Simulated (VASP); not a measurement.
Input of a VASP 6.6.1 run:

INCAR

```
SYSTEM = Mg
ALGO     = Normal         ! electronic algorithm
EDIFF    = 1E-7           ! SCF threshold, eV
ENCUT    = 520            ! plane-wave cutoff, eV
GGA      = RE             ! functional
ISIF     = 2              ! what is computed and relaxed
ISMEAR   = -1             ! smearing method
LASPH    = .TRUE.         ! aspherical terms in the spheres
LCHARG   = .FALSE.        ! write CHGCAR
LREAL    = .FALSE.        ! projectors in reciprocal space
LWAVE    = .FALSE.        ! write WAVECAR
NBANDS   = 7              ! bands
NELM     = 100            ! most SCF steps
PREC     = Accurate       ! precision mode
SIGMA    = 0.1            ! smearing width, eV
```

The input KPOINTS:

```
k-points
0
G
  12 12 12
  0 0 0
```

Contents of POSCAR:

```
Mg
1.0
   -1.8056528772      1.8056528772      1.8056528772
    1.8056528772     -1.8056528772      1.8056528772
    1.8056528772      1.8056528772     -1.8056528772
Mg
1
Direct
    0.0000000000      0.0000000000      0.0000000000
```

Potentials or basis: VASP PAW PBE potentials, release 64 (Mg).

The run is started by

```bash
$ cat potpaw_PBE.64/Mg/POTCAR > POTCAR
$ mpirun -np 1 vasp_std > vasp.out
```

(1) Predict the band gap on the k mesh.

(2) What does it give for the pressure?

## Answers

(1) zero (band 1 reaches 6.40 eV, above the bottom of band 2 at 1.71 eV).

(2) -0.2 GPa.

Caveat: the PAW data sets were made with another functional, which shifts forces and pressure a little.
